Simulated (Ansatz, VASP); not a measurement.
Nb2MoN3: VASP beside Ansatz

```
CELL_PARAMETERS angstrom
5.08345 0.00000 0.00000
-2.54173 4.40240 0.00000
0.00000 0.00000 2.86223
ATOMIC_POSITIONS crystal
Nb 0.33333 0.66667 0.00000
Nb 0.66667 0.33333 0.00000
Mo 0.00000 0.00000 0.00000
N 0.33241 0.00000 0.50000
N 0.66759 0.66759 0.50000
N 0.00000 0.33241 0.50000
```

Alike in both runs: functional PBE; k mesh 6 × 6 × 10; occupations gaussian, width 0.1 eV; no spin polarisation.

Ansatz relaxed the structure, and its values are those at the end. VASP's run is a single point on that final structure, the one shown.

|  | VASP | Ansatz |
| --- | --- | --- |
| version | VASP 6.6.1 | Ansatz 0.2.0 |
| potentials or method | VASP PAW PBE potentials, release 64 (Nb_sv, Mo_sv, N), cutoff 600 eV | scalar-relativistic, plane waves, PAW |
| valence electrons in the cell | 55 | 55 |

|  | VASP | Ansatz | Ansatz less VASP |
| --- | --- | --- | --- |
| gap on the k mesh at the Fermi level (eV) | none | none | - |
| pressure (GPa) | -0.4 | 0.0 | +0.35 |
| rms of the force components (eV/Å) | 0.013 | 0.001 | -0.0120 |

A gap of «none» marks a metal or a gap that the smearing closes. The functional is the same, so the differences come from potentials, cutoffs and numerics.
